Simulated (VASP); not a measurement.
# InP (F-43m) in VASP: further runs

InP is run at these levels: PBE; tasks: single point.

Program: VASP 6.6.1. These are calculated values, not measurements. Logs are shortened: lines on timing, memory, paths and dates and some standing lists are left out, and cuts for length are marked.

### Step 1. The cell of the first run

The structure is cubic, space group F-43m (No. 216). Conventional cell: a = 5.215 Å, b = 5.215 Å, c = 5.215 Å, α = 90.00°, β = 90.00°, γ = 90.00°. In (site symmetry -43m) has 4 P at 2.26 Å within 3.0 Å. P (site symmetry -43m) has 4 In at 2.26 Å within 3.0 Å.

### Step 2. Single point, PBE

File INCAR:

```
SYSTEM = InP
PREC     = Accurate       ! precision mode
ENCUT    = 500            ! plane-wave cutoff, eV
EDIFF    = 1E-6           ! SCF threshold, eV
ISMEAR   = 0              ! smearing method
SIGMA    = 0.1            ! smearing width, eV
LREAL    = .FALSE.        ! projectors in reciprocal space
LASPH    = .TRUE.         ! aspherical terms in the spheres
NELM     = 120            ! most SCF steps
ALGO     = Normal         ! electronic algorithm
ISIF     = 2              ! what is computed and relaxed
LWAVE    = .FALSE.        ! write WAVECAR
LCHARG   = .FALSE.        ! write CHGCAR
GGA      = PE             ! functional
NBANDS   = 16             ! bands
GGA_COMPAT= .FALSE.
```

File KPOINTS:

```
regular mesh
0
G
  6 6 6
  0 0 0
```

File POSCAR:

```
InP
1.0
    0.0000000000      2.6074772671      2.6074772671
    2.6074772671      0.0000000000      2.6074772671
    2.6074772671      2.6074772671      0.0000000000
In P
1 1
Direct
    0.0000000000      0.0000000000      0.0000000000
    0.7500000000      0.7500000000      0.7500000000
```

Potentials or basis: VASP PAW PBE potentials, release 64 (In_d, P).

Launch:

```console
$ cat potpaw_PBE.64/In_d/POTCAR potpaw_PBE.64/P/POTCAR > POTCAR
$ mpirun -np 1 vasp_std > vasp.out
```

OUTCAR:

```text
SYSTEM = InP
   PREC = Accurate
   ENCUT = 500
   EDIFF = 1E-6
   ISMEAR = 0
   LREAL = .FALSE.
   LASPH = .TRUE.
   NELM = 120
   ISIF = 2
   GGA = PE

 ion  position               nearest neighbor table
   1  0.000  0.000  0.000-   2 2.26   2 2.26   2 2.26   2 2.26
   2  0.750  0.750  0.750-   1 2.26   1 2.26   1 2.26   1 2.26

  LATTYP: Found a face centered cubic cell.
 ALAT       =     5.2149545342

  Lattice vectors:

 A1 = (   0.0000000000,   2.6074772671,   2.6074772671)
 A2 = (   2.6074772671,   0.0000000000,   2.6074772671)
 A3 = (   2.6074772671,   2.6074772671,   0.0000000000)

Analysis of symmetry for initial positions (statically):
=====================================================================
 Subroutine PRICEL returns:
 Original cell was already a primitive cell.

 Routine SETGRP: Setting up the symmetry group for a
 face centered cubic supercell.

 Subroutine GETGRP returns: Found 24 space group operations
 (whereof 24 operations were pure point group operations)
 out of a pool of 48 trial point group operations.

The static configuration has the point symmetry T_d .

Analysis of symmetry for dynamics (positions and initial velocities):
=====================================================================
 Subroutine PRICEL returns:
 Original cell was already a primitive cell.

 Routine SETGRP: Setting up the symmetry group for a
 face centered cubic supercell.

 Subroutine GETGRP returns: Found 24 space group operations
 (whereof 24 operations were pure point group operations)
 out of a pool of 48 trial point group operations.

The dynamic configuration has the point symmetry T_d .

 Subroutine INISYM returns: Found 24 space group operations
 (whereof 24 operations are pure point group operations),
 and found     1 'primitive' translations

----------------------------------------------------------------------------------------

                                     Primitive cell

  volume of cell :      35.4562

  direct lattice vectors                    reciprocal lattice vectors
     0.000000000  2.607477267  2.607477267    -0.191756226  0.191756226  0.191756226
     2.607477267  0.000000000  2.607477267     0.191756226 -0.191756226  0.191756226
     2.607477267  2.607477267  0.000000000     0.191756226  0.191756226 -0.191756226

  length of vectors
     3.687529715  3.687529715  3.687529715     0.332131526  0.332131526  0.332131526

  position of ions in fractional coordinates (direct lattice)
     0.000000000  0.000000000  0.000000000
     0.750000000  0.750000000  0.750000000

  ion indices of the primitive-cell ions
   primitive index   ion index
                 1           1
                 2           2

----------------------------------------------------------------------------------------

 KPOINTS: regular mesh

Automatic generation of k-mesh.
 Grid dimensions read from file:
 generate k-points for:    6    6    6

 Generating k-lattice:

  Cartesian coordinates                     Fractional coordinates (reciprocal lattice)
    -0.031959371  0.031959371  0.031959371     0.166666667  0.000000000  0.000000000
     0.031959371 -0.031959371  0.031959371     0.000000000  0.166666667  0.000000000
     0.031959371  0.031959371 -0.031959371     0.000000000  0.000000000  0.166666667

  Length of vectors
     0.055355254  0.055355254  0.055355254

  Shift w.r.t. Gamma in fractional coordinates (k-lattice)
     0.000000000  0.000000000  0.000000000

 Subroutine IBZKPT returns following result:
 ===========================================

 Found     16 irreducible k-points:

 Following reciprocal coordinates:
            Coordinates               Weight
  0.000000  0.000000  0.000000      1.000000
  0.166667  0.000000  0.000000      8.000000
  0.333333  0.000000  0.000000      8.000000
  0.500000  0.000000  0.000000      4.000000
  0.166667  0.166667  0.000000      6.000000
  0.333333  0.166667  0.000000     24.000000
[... 8 lines left out ...]
 -0.333333  0.333333  0.166667     24.000000
 -0.333333  0.500000  0.166667     12.000000
   k-points           NKPTS =     16   k-points in BZ     NKDIM =     16   number of bands    NBANDS=     16
   number of dos      NEDOS =    301   number of ions     NIONS =      2
   total plane-waves  NPLWV =  21952
   dimension x,y,z NGX =    28 NGY =   28 NGZ =   28
   dimension x,y,z NGXF=    56 NGYF=   56 NGZF=   56
   ions per type =               1   1
   NGX,Y,Z   is equivalent  to a cutoff of  12.62, 12.62, 12.62 a.u.
   NGXF,Y,Z  is equivalent  to a cutoff of  25.25, 25.25, 25.25 a.u.
 SYSTEM =  InP
   PREC   = accura    normal or accurate (medium, high low for compatibility)
   ISTART =      0    job   : 0-new  1-cont  2-samecut
   ICHARG =      2    charge: 1-file 2-atom 10-const
   ISPIN  =      1    spin polarized calculation?
   LNONCOLLINEAR =      F non collinear calculations
   LSORBIT =      F    spin-orbit coupling
   LASPH  =      T    aspherical Exc in radial PAW
   ENCUT  =  500.0 eV  36.75 Ry    6.06 a.u.   6.72  6.72  6.72*2*pi/ulx,y,z
   NELM   =    120;   NELMIN=  2; NELMDL= -5     # of ELM steps
   EDIFF  = 0.1E-05   stopping-criterion for ELM
   LREAL  =      F    real-space projection
   EDIFFG = 0.1E-04   stopping-criterion for IOM
   NSW    =      0    number of steps for IOM
   IBRION =     -1    ionic relax: 0-MD 1-quasi-New 2-CG
   NFREE  =      0    steps in history (QN), initial steepest desc. (CG)
   ISIF   =      2    stress and relaxation
   ISYM   =      2    0-nonsym 1-usesym 2-fastsym
   POTIM  = 0.5000    time-step for ionic-motion
   TEBEG  =    0.0;   TEEND  =   0.0 temperature during run
   PSTRESS=    0.0 pullay stress
   NELECT =      18.0000    total number of electrons
   NUPDOWN=      -1.0000    fix difference up-down
   EMIN   =  10.00;   EMAX   =-10.00  energy-range for DOS
   EFERMI =   0.00;   METHOD = LEGACY
   ISMEAR =     0;   SIGMA  =   0.10  broadening in eV -4-tet -1-fermi 0-gaus
   EFERMI_NEDOS =   21; number of points for ismear=-14 and -15
   IALGO  =     38    algorithm
   IMIX   =      4    mixing-type and parameters
     AMIX     =   0.40;   BMIX     =  1.00
     AMIX_MAG =   1.60;   BMIX_MAG =  1.00
  volume/ion in A,a.u.               =      17.73       119.63
  Fermi-wavevector in a.u.,A,eV,Ry     =   1.305976  2.467936 23.205727  1.705573
  Thomas-Fermi vector in A             =   2.436809
   LORBIT       =      0    0 simple, 1 ext, 2 COOP (PROOUT), +10 PAW based schemes
   GGA     = PE    functional components
   LHFCALC =     F    Hartree Fock is set to
   AEXX    =    0.0000 exact exchange contribution
   IVDW    =     0    specifies the selected vdW correction
   LEPSILON=     F    determine dielectric tensor
   LRPA    =     F    only Hartree local field effects (RPA)
 non-spin polarized calculation
 Gauss-broadening in eV      SIGMA  =   0.10
  energy-cutoff  :      500.00
  volume of cell :       35.46
 maximum number of plane-waves:       934
   NGX = 13   NGY = 13   NGZ = 13

 number of electron      18.0000005 magnetization

 Free energy of the ion-electron system (eV)
  ---------------------------------------------------
  ext. energy  EPLUGINS =         0.00000000
  ---------------------------------------------------
  free energy    TOTEN  =        -6.17305106 eV

  energy without entropy =       -6.17305106  energy(sigma->0) =       -6.17305106

 E-fermi :  10.4533     XC(G=0): -10.9334

 val. band max:        9.9697470516   @ k =   0.0000   0.0000   0.0000
 cond. band min:      10.9118592542   @ k =   0.5000   0.5000   0.0000
 fundamental gap:      0.9421122026
 Fermi energy:        10.4533167031

 k-point     1 :       0.0000    0.0000    0.0000
  band No.  band energies     occupation
      1      -5.6203      2.00000
      2      -5.6203      2.00000
      3      -5.6203      2.00000
      4      -5.1948      2.00000
      5      -5.1948      2.00000
      6      -4.6407      2.00000
[... 8 lines left out ...]
     15      19.8312      0.00000
     16      20.2823      0.00000

 k-point     2 :       0.1667    0.0000    0.0000
  band No.  band energies     occupation
      1      -5.7666      2.00000
      2      -5.5837      2.00000
      3      -5.5837      2.00000
      4      -5.1948      2.00000
      5      -5.1948      2.00000
      6      -4.0759      2.00000
[... 8 lines left out ...]
     15      18.6720      0.00000
     16      20.3014      0.00000

 k-point     3 :       0.3333    0.0000    0.0000
  band No.  band energies     occupation
      1      -5.9461      2.00000
      2      -5.5280      2.00000
      3      -5.5280      2.00000
      4      -5.1741      2.00000
      5      -5.1741      2.00000
      6      -2.6766      2.00000
[... 8 lines left out ...]
     15      19.4110      0.00000
     16      19.9535      0.00000

 k-point     4 :       0.5000    0.0000    0.0000
  band No.  band energies     occupation
      1      -6.0162      2.00000
      2      -5.5113      2.00000
      3      -5.5113      2.00000
      4      -5.1509      2.00000
      5      -5.1509      2.00000
      6      -1.3955      2.00000
[... 8 lines left out ...]
     15      21.1985      0.00000
     16      21.4014      0.00000
[... 172 lines left out ...]
 k-point    14 :       0.5000    0.3333    0.1667
  band No.  band energies     occupation
      1      -6.0120      2.00000
      2      -5.4642      2.00000
      3      -5.4087      2.00000
      4      -5.2762      2.00000
      5      -5.1400      2.00000
      6      -1.6068      2.00000
[... 8 lines left out ...]
     15      22.1668      0.00000
     16      23.6992      0.00000

 k-point    15 :      -0.3333    0.3333    0.1667
  band No.  band energies     occupation
      1      -6.0303      2.00000
      2      -5.4665      2.00000
      3      -5.3795      2.00000
      4      -5.2522      2.00000
      5      -5.1579      2.00000
      6      -0.5171      2.00000
[... 8 lines left out ...]
     15      22.2945      0.00000
     16      23.0713      0.00000

 k-point    16 :      -0.3333    0.5000    0.1667
  band No.  band energies     occupation
      1      -6.0663      2.00000
      2      -5.4042      2.00000
      3      -5.3726      2.00000
      4      -5.2782      2.00000
      5      -5.1306      2.00000
      6      -0.1097      2.00000
[... 8 lines left out ...]
     15      22.9341      0.00000
     16      23.5596      0.00000

------------------------ aborting loop because EDIFF is reached ----------------------------------------

  FORCE on cell =-STRESS in cart. coord.  units (eV):
  Direction    XX          YY          ZZ          XY          YZ          ZX
  --------------------------------------------------------------------------------------
  -------------------------------------------------------------------------------------
  Total       12.9285202     12.9285202     12.9285202     -0.0000000      0.0000000     -0.0000000
  in kB      584.2084201    584.2084201    584.2084201     -0.0000000      0.0000000     -0.0000000
  external PRESSURE =     584.2084201 kB  Pullay stress =       0.0000000 kB

 VOLUME and BASIS-vectors are now :
 -----------------------------------------------------------------------------
  energy-cutoff  :      500.00
  volume of cell :       35.46
      direct lattice vectors                 reciprocal lattice vectors
     0.000000000  2.607477267  2.607477267    -0.191756226  0.191756226  0.191756226
     2.607477267  0.000000000  2.607477267     0.191756226 -0.191756226  0.191756226
     2.607477267  2.607477267  0.000000000     0.191756226  0.191756226 -0.191756226

 POSITION                                       TOTAL-FORCE (eV/Angst)
 -----------------------------------------------------------------------------------
      0.00000      0.00000      0.00000        -0.000000      0.000000     -0.000000
      3.91122      3.91122      3.91122         0.000000     -0.000000      0.000000
 -----------------------------------------------------------------------------------
    total drift:                                0.000001      0.000001      0.000000

  FREE ENERGIE OF THE ION-ELECTRON SYSTEM (eV)
  ---------------------------------------------------
  free  energy   TOTEN  =        -6.1730510590 eV

  energy  without entropy=       -6.1730510590  energy(sigma->0) =       -6.17305106
```

It took 16 s on 1 thread of Intel Xeon 8259CL, shared host; peak memory 0.15 GiB.

What came out:

```yaml
Free_energy: -6.1731 eV
Pressure: 58.4 GPa
Band_gap_on_the_k_mesh: 0.94 eV, indirect (least direct gap 2.39 eV)
```

Caveat: spin-orbit coupling is left out, which moves the levels of the heavy elements.

(Continued in part 2 of 2.)
